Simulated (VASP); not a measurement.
The system is SiC (Moissanite).

```xyz
4
Lattice="3.0132 0.0000 0.0000 -1.5066 2.6095 0.0000 0.0000 0.0000 4.9450" Properties=species:S:1:pos:R:3 pbc="T T T"
Si    1.5066    0.8698    2.4725
Si    0.0000    1.7397    0.0000
C     1.5066    0.8698    4.3763
C     0.0000    1.7397    1.9038
```

Base run:

| Quantity | Value |
| --- | --- |
| Program | VASP 6.6.1 |
| Functional | PBE |
| Dispersion | D4 |
| Potentials or basis | VASP PAW PBE potentials, release 64 (Si, C) |
| Cutoff | 520 eV |
| k mesh | 10 × 10 × 5 |
| Occupations | fermi-dirac, width 0.05 eV |
| Spin | no spin polarisation |

Its results: band gap on the k mesh 2.37 eV, indirect (least direct gap 4.20 eV); pressure 14.6 GPa; largest force 0.846 eV/Å.

Problem. The run is repeated on the same cell with these changes: functional from PBE to BLYP. What comes out?

Solution. Band gap on the k mesh 2.73 eV, indirect (least direct gap 4.48 eV); pressure 15.0 GPa; largest force 0.851 eV/Å.

BLYP binds less tightly than PBE, so the same cell stands under more pressure.

Caveats: the PAW data sets were made with another functional, which shifts forces and pressure a little (some runs).

A k mesh can miss the band edges.
